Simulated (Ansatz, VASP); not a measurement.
Sn: VASP beside Ansatz

```
Sn
1.0
     0.00000    3.28379    3.28379
     3.28379    0.00000    3.28379
     3.28379    3.28379    0.00000
Sn
2
Direct
  0.50000 0.50000 0.50000
  0.75000 0.75000 0.75000
```

Alike in both runs: functional r2SCAN; k mesh 14 × 14 × 14; occupations fermi-dirac, width 0.1 eV; no spin polarisation.

Ansatz relaxed the structure, and its values are those at the end. VASP's run is a single point on that final structure, the one shown.

|  | VASP | Ansatz |
| --- | --- | --- |
| version | VASP 6.6.1 | Ansatz 0.2.0 |
| potentials or method | VASP PAW PBE potentials, release 64 (Sn_d) | PAW with Ansatz's default frozen-core files, scalar-relativistic |
| plane-wave cutoff (eV) | 520 | 500 |
| valence electrons in the cell | 28 | 28 |

```tsv
	VASP	Ansatz	Ansatz less VASP
pressure (GPa)	0.0	0.0	+0.05
```

VASP's potentials were made for PBE, not for r2SCAN. The functional is the same, so the differences come from potentials, cutoffs and numerics.
